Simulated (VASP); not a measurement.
# Mg3Cd2Te3 (P-4m2) in VASP: single point with PBE

Aim: the single point of Mg3Cd2Te3 with PBE.

All numbers are computed with VASP 6.6.1; they aren't measurements. Logs are shortened: lines on timing, memory, paths and dates and some standing lists are left out, and cuts for length are marked.

### 1 The cell of the first run

It takes space group P-4m2 (No. 115, tetragonal). The conventional cell has a = 4.681 Å, b = 4.681 Å, c = 9.413 Å, α = 90.00°, β = 90.00°, γ = 90.00°. Within 4.2 Å of Mg (site symmetry 2mm) lie 6 Te at 3.21 to 3.43 Å and 4 Cd at 3.33 Å and 2 Mg at 3.43 Å. Mg (site symmetry -4m2) has 4 Cd at 3.19 Å and 4 Te at 3.31 Å and 4 Mg at 3.43 Å within 4.2 Å. Within 4.2 Å of Cd (site symmetry 2mm) lie 6 Mg at 3.19 to 3.33 Å and 6 Te at 3.19 to 3.45 Å. Within 4.2 Å of Te (site symmetry -4m2) lie 4 Mg at 3.21 Å and 4 Te at 3.31 Å and 4 Cd at 3.45 Å. Within 4.2 Å of Te (site symmetry -4m2) lie 4 Cd at 3.19 Å and 8 Mg at 3.31 to 3.43 Å. Te (site symmetry -4m2) has 4 Mg at 3.21 Å and 4 Te at 3.31 Å and 4 Cd at 3.45 Å within 4.2 Å.

The cell was built from a structure type or drawn by symmetry, and may not be a known phase.

### 2 Single point, PBE

Input file INCAR:

```
SYSTEM = Mg3Cd2Te3
PREC     = Accurate       ! precision mode
ENCUT    = 520            ! plane-wave cutoff, eV
EDIFF    = 1E-6           ! SCF threshold, eV
ISMEAR   = 0              ! smearing method
SIGMA    = 0.2            ! smearing width, eV
LREAL    = .False.        ! projectors in reciprocal space
LASPH    = .True.         ! aspherical terms in the spheres
NELM     = 60             ! most SCF steps
ALGO     = Normal         ! electronic algorithm
ISIF     = 2              ! what is computed and relaxed
LWAVE    = .False.        ! write WAVECAR
LCHARG   = .True.         ! write CHGCAR
GGA      = PE             ! functional
LELF     = .True.         ! ELF
LVHAR    = .True.       
NBANDS   = 34             ! bands
```

Input file KPOINTS:

```
Automatic mesh
0
Gamma
  4 4 2
  0 0 0
```

Input file POSCAR:

```
Mg3Cd2Te3
1.0
    4.6813978173      0.0000000000      0.0000000000
    0.0000000000      4.6813978173      0.0000000000
    0.0000000000      0.0000000000      9.4130323335
Mg Cd Te
3 2 3
Direct
    0.0000000000      0.5000000000      0.7329659888
    0.5000000000      0.0000000000      0.2670340112
    0.5000000000      0.5000000000      0.0000000000
    0.5000000000      0.0000000000      0.7698007306
    0.0000000000      0.5000000000      0.2301992694
    0.0000000000      0.0000000000      0.5000000000
    0.0000000000      0.0000000000      0.0000000000
    0.5000000000      0.5000000000      0.5000000000
```

Potentials or basis: VASP PAW PBE potentials, release 64 (Mg, Cd, Te).

Command:

```console
$ cat potpaw_PBE.64/Mg/POTCAR potpaw_PBE.64/Cd/POTCAR potpaw_PBE.64/Te/POTCAR > POTCAR
$ mpirun -np 1 vasp_std > vasp.out
```

OUTCAR:

```text
SYSTEM = Mg3Cd2Te3
   PREC = Accurate
   ENCUT = 520
   EDIFF = 1E-6
   ISMEAR = 0
   LREAL = .False.
   LASPH = .True.
   NELM = 60
   ISIF = 2
   GGA = PE

 ion  position               nearest neighbor table
   1  0.000  0.500  0.733-   6 3.21   8 3.21   6 3.21   8 3.21   4 3.33   4 3.33   4 3.33   4 3.33
                             3 3.43   7 3.43   3 3.43   7 3.43
   2  0.500  0.000  0.267-   6 3.21   8 3.21   8 3.21   6 3.21   5 3.33   5 3.33   5 3.33   5 3.33
                             3 3.43   7 3.43   7 3.43   3 3.43
   3  0.500  0.500  0.000-   4 3.19   5 3.19   4 3.19   5 3.19   7 3.31   7 3.31   7 3.31   7 3.31
                             1 3.43   2 3.43   2 3.43   1 3.43
   4  0.500  0.000  0.770-   3 3.19   7 3.19   3 3.19   7 3.19   1 3.33   1 3.33   1 3.33   1 3.33
                             6 3.45   6 3.45   8 3.45   8 3.45
   5  0.000  0.500  0.230-   3 3.19   7 3.19   7 3.19   3 3.19   2 3.33   2 3.33   2 3.33   2 3.33
                             6 3.45   6 3.45   8 3.45   8 3.45
   6  0.000  0.000  0.500-   1 3.21   2 3.21   1 3.21   2 3.21   8 3.31   8 3.31   8 3.31   8 3.31
                             5 3.45   4 3.45   5 3.45   4 3.45
   7  0.000  0.000  0.000-   4 3.19   5 3.19   5 3.19   4 3.19   3 3.31   3 3.31   3 3.31   3 3.31
                             2 3.43   1 3.43   2 3.43   1 3.43
   8  0.500  0.500  0.500-   1 3.21   2 3.21   2 3.21   1 3.21   6 3.31   6 3.31   6 3.31   6 3.31
                             5 3.45   5 3.45   4 3.45   4 3.45

  LATTYP: Found a simple tetragonal cell.
 ALAT       =     4.6813978173
 C/A-ratio  =     2.0107311322

  Lattice vectors:

 A1 = (   4.6813978173,   0.0000000000,   0.0000000000)
 A2 = (   0.0000000000,   4.6813978173,   0.0000000000)
 A3 = (   0.0000000000,   0.0000000000,   9.4130323335)

Analysis of symmetry for initial positions (statically):
=====================================================================
 Subroutine PRICEL returns:
 Original cell was already a primitive cell.

 Routine SETGRP: Setting up the symmetry group for a
 simple tetragonal supercell.

 Subroutine GETGRP returns: Found  8 space group operations
 (whereof  8 operations were pure point group operations)
 out of a pool of 16 trial point group operations.

The static configuration has the point symmetry D_2d.

Analysis of symmetry for dynamics (positions and initial velocities):
=====================================================================
 Subroutine PRICEL returns:
 Original cell was already a primitive cell.

 Routine SETGRP: Setting up the symmetry group for a
 simple tetragonal supercell.

 Subroutine GETGRP returns: Found  8 space group operations
 (whereof  8 operations were pure point group operations)
 out of a pool of 16 trial point group operations.

The dynamic configuration has the point symmetry D_2d.

 Subroutine INISYM returns: Found  8 space group operations
 (whereof  8 operations are pure point group operations),
 and found     1 'primitive' translations

----------------------------------------------------------------------------------------

                                     Primitive cell

  volume of cell :     206.2912

  direct lattice vectors                    reciprocal lattice vectors
     4.681397817  0.000000000  0.000000000     0.213611412  0.000000000  0.000000000
     0.000000000  4.681397817  0.000000000     0.000000000  0.213611412  0.000000000
     0.000000000  0.000000000  9.413032334     0.000000000  0.000000000  0.106235692

  length of vectors
     4.681397817  4.681397817  9.413032334     0.213611412  0.213611412  0.106235692

  position of ions in fractional coordinates (direct lattice)
     0.000000000  0.500000000  0.732965989
     0.500000000  0.000000000  0.267034011
     0.500000000  0.500000000  0.000000000
     0.500000000  0.000000000  0.769800731
     0.000000000  0.500000000  0.230199269
     0.000000000  0.000000000  0.500000000
     0.000000000  0.000000000  0.000000000
     0.500000000  0.500000000  0.500000000

  ion indices of the primitive-cell ions
   primitive index   ion index
                 1           1
                 2           2
                 3           3
                 4           4
                 5           5
                 6           6
                 7           7
                 8           8

----------------------------------------------------------------------------------------

 KPOINTS: Automatic mesh

Automatic generation of k-mesh.
 Grid dimensions read from file:
 generate k-points for:    4    4    2

 Generating k-lattice:

  Cartesian coordinates                     Fractional coordinates (reciprocal lattice)
     0.053402853  0.000000000  0.000000000     0.250000000  0.000000000  0.000000000
     0.000000000  0.053402853  0.000000000     0.000000000  0.250000000  0.000000000
     0.000000000  0.000000000  0.053117846     0.000000000  0.000000000  0.500000000

  Length of vectors
     0.053402853  0.053402853  0.053117846

  Shift w.r.t. Gamma in fractional coordinates (k-lattice)
     0.000000000  0.000000000  0.000000000

 Subroutine IBZKPT returns following result:
 ===========================================

 Found     12 irreducible k-points:

 Following reciprocal coordinates:
            Coordinates               Weight
  0.000000  0.000000  0.000000      1.000000
  0.250000  0.000000  0.000000      4.000000
  0.500000  0.000000  0.000000      2.000000
  0.250000  0.250000  0.000000      4.000000
  0.500000  0.250000  0.000000      4.000000
  0.500000  0.500000  0.000000      1.000000
  0.000000  0.000000  0.500000      1.000000
  0.250000  0.000000  0.500000      4.000000
  0.500000  0.000000  0.500000      2.000000
  0.250000  0.250000  0.500000      4.000000
  0.500000  0.250000  0.500000      4.000000
  0.500000  0.500000  0.500000      1.000000
   k-points           NKPTS =     12   k-points in BZ     NKDIM =     12   number of bands    NBANDS=     34
   number of dos      NEDOS =    301   number of ions     NIONS =      8
   total plane-waves  NPLWV =  90720
   dimension x,y,z NGX =    36 NGY =   36 NGZ =   70
   dimension x,y,z NGXF=    72 NGYF=   72 NGZF=  140
   ions per type =               3   2   3
   NGX,Y,Z   is equivalent  to a cutoff of  12.78, 12.78, 12.36 a.u.
   NGXF,Y,Z  is equivalent  to a cutoff of  25.57, 25.57, 24.73 a.u.
 SYSTEM =  Mg3Cd2Te3
   PREC   = accura    normal or accurate (medium, high low for compatibility)
   ISTART =      0    job   : 0-new  1-cont  2-samecut
   ICHARG =      2    charge: 1-file 2-atom 10-const
   ISPIN  =      1    spin polarized calculation?
   LNONCOLLINEAR =      F non collinear calculations
   LSORBIT =      F    spin-orbit coupling
   LASPH  =      T    aspherical Exc in radial PAW
   ENCUT  =  520.0 eV  38.22 Ry    6.18 a.u.   8.70  8.70 17.50*2*pi/ulx,y,z
   NELM   =     60;   NELMIN=  2; NELMDL= -5     # of ELM steps
   EDIFF  = 0.1E-05   stopping-criterion for ELM
   LREAL  =      F    real-space projection
   EDIFFG = 0.1E-04   stopping-criterion for IOM
   NSW    =      0    number of steps for IOM
   IBRION =     -1    ionic relax: 0-MD 1-quasi-New 2-CG
   NFREE  =      0    steps in history (QN), initial steepest desc. (CG)
   ISIF   =      2    stress and relaxation
   ISYM   =      2    0-nonsym 1-usesym 2-fastsym
   POTIM  = 0.5000    time-step for ionic-motion
   TEBEG  =    0.0;   TEEND  =   0.0 temperature during run
   PSTRESS=    0.0 pullay stress
   NELECT =      48.0000    total number of electrons
   NUPDOWN=      -1.0000    fix difference up-down
   EMIN   =  10.00;   EMAX   =-10.00  energy-range for DOS
   EFERMI =   0.00;   METHOD = LEGACY
   ISMEAR =     0;   SIGMA  =   0.20  broadening in eV -4-tet -1-fermi 0-gaus
   EFERMI_NEDOS =   21; number of points for ismear=-14 and -15
   IALGO  =     38    algorithm
   IMIX   =      4    mixing-type and parameters
     AMIX     =   0.40;   BMIX     =  1.00
     AMIX_MAG =   1.60;   BMIX_MAG =  1.00
  volume/ion in A,a.u.               =      25.79       174.02
  Fermi-wavevector in a.u.,A,eV,Ry     =   1.006920  1.902803 13.794786  1.013888
  Thomas-Fermi vector in A             =   2.139693
   LORBIT       =      0    0 simple, 1 ext, 2 COOP (PROOUT), +10 PAW based schemes
   GGA     = PE    functional components
   LHFCALC =     F    Hartree Fock is set to
   AEXX    =    0.0000 exact exchange contribution
   IVDW    =     0    specifies the selected vdW correction
   LEPSILON=     F    determine dielectric tensor
   LRPA    =     F    only Hartree local field effects (RPA)
 non-spin polarized calculation
 Gauss-broadening in eV      SIGMA  =   0.20
  energy-cutoff  :      520.00
  volume of cell :      206.29
 maximum number of plane-waves:      5588
 NGX is ok and might be reduce to    36
   NGX = 17   NGY = 17   NGZ = 35

 number of electron      48.0000006 magnetization

 Free energy of the ion-electron system (eV)
  ---------------------------------------------------
  ext. energy  EPLUGINS =         0.00000000
  ---------------------------------------------------
  free energy    TOTEN  =       -15.98140686 eV

  energy without entropy =      -15.91026349  energy(sigma->0) =      -15.94583518

 E-fermi :   4.8904     XC(G=0):  -9.5067

 val. band max:        4.8015686502   @ k =   0.2500   0.2500   0.5000
 cond. band min:       4.9247757346   @ k =   0.0000   0.0000   0.5000
 fundamental gap:      0.1232070845
 Fermi energy:         4.8903804443

 k-point     1 :       0.0000    0.0000    0.0000
  band No.  band energies     occupation
      1      -8.2052      2.00000
      2      -6.9583      2.00000
      3      -5.0299      2.00000
      4      -3.7777      2.00000
      5      -3.7701      2.00000
      6      -3.7701      2.00000
[... 26 lines left out ...]
     33       9.6750      0.00000
     34       9.9107      0.00000
[... 376 lines left out ...]
      4      -3.7786      2.00000
      5      -3.7786      2.00000
      6      -3.7670      2.00000
[... 26 lines left out ...]
     33       9.5171      0.00000
     34      10.1463      0.00000

------------------------ aborting loop because EDIFF is reached ----------------------------------------

  FORCE on cell =-STRESS in cart. coord.  units (eV):
  Direction    XX          YY          ZZ          XY          YZ          ZX
  --------------------------------------------------------------------------------------
  -------------------------------------------------------------------------------------
  Total        0.3725388      0.3725388      0.6413118      0.0000000      0.0000000     -0.0000000
  in kB        2.8933533      2.8933533      4.9808005      0.0000000      0.0000000     -0.0000000
  external PRESSURE =       3.5891690 kB  Pullay stress =       0.0000000 kB

 VOLUME and BASIS-vectors are now :
 -----------------------------------------------------------------------------
  energy-cutoff  :      520.00
  volume of cell :      206.29
      direct lattice vectors                 reciprocal lattice vectors
     4.681397817  0.000000000  0.000000000     0.213611412  0.000000000  0.000000000
     0.000000000  4.681397817  0.000000000     0.000000000  0.213611412  0.000000000
     0.000000000  0.000000000  9.413032334     0.000000000  0.000000000  0.106235692

 POSITION                                       TOTAL-FORCE (eV/Angst)
 -----------------------------------------------------------------------------------
      0.00000      2.34070      6.89943         0.000000      0.000000      0.033212
      2.34070      0.00000      2.51360         0.000000     -0.000000     -0.033212
      2.34070      2.34070      0.00000         0.000000     -0.000000      0.000000
      2.34070      0.00000      7.24616         0.000000      0.000000      0.007740
      0.00000      2.34070      2.16687        -0.000000      0.000000     -0.007740
      0.00000      0.00000      4.70652        -0.000000      0.000000      0.000000
      0.00000      0.00000      0.00000        -0.000000      0.000000      0.000000
      2.34070      2.34070      4.70652         0.000000      0.000000      0.000000
 -----------------------------------------------------------------------------------
    total drift:                                0.000000     -0.000000      0.000000

  FREE ENERGIE OF THE ION-ELECTRON SYSTEM (eV)
  ---------------------------------------------------
  free  energy   TOTEN  =       -15.9814068604 eV

  energy  without entropy=      -15.9102634911  energy(sigma->0) =      -15.94583518
```

Wall time 44 s (1 thread of Intel Xeon 6975P-C (Granite Rapids), shared host); peak memory 0.32 GiB.

What came out:

```yaml
Free_energy: -15.9814 eV
Pressure: 0.4 GPa
Largest_force: 0.033 eV/Å
Band_gap_on_the_k_mesh: zero (bands 24 and 25 overlap by 1.06 eV)
```

Forces in eV/Å, atoms in the order of the input:
```
Mg   0.000  0.000  0.033
Mg   0.000  0.000 -0.033
Mg   0.000  0.000  0.000
Cd   0.000  0.000  0.008
Cd   0.000  0.000 -0.008
Te   0.000  0.000  0.000
Te   0.000  0.000  0.000
Te   0.000  0.000  0.000
```

Levels at points of the mesh, in eV from the Fermi level:
```tsv
k point	band 20	band 21	band 22	band 23	band 24	band 25	band 26	band 27	band 28	band 29
(0.00, 0.00, 0.00)	-2.73	-1.44	-0.44	-0.23	0.59	0.59	0.89	0.89	1.15	1.28
(0.50, 0.00, 0.00)	-2.67	-2.55	-2.21	-1.37	-1.01	-0.31	1.28	1.52	1.72	2.02
(0.50, 0.50, 0.00)	-2.64	-2.16	-2.16	-1.97	0.67	0.67	1.48	1.48	1.95	1.95
(0.00, 0.00, 0.50)	-2.48	-1.36	-0.44	0.03	0.42	0.61	0.61	1.85	1.89	1.89
(0.50, 0.00, 0.50)	-2.70	-2.66	-2.32	-2.13	-0.61	1.00	1.31	1.48	1.75	2.47
(0.50, 0.50, 0.50)	-3.41	-1.58	-1.38	-1.38	-0.94	-0.39	-0.39	1.95	1.95	2.85
```

Caveat: spin-orbit coupling is left out, which moves the levels of the heavy elements.
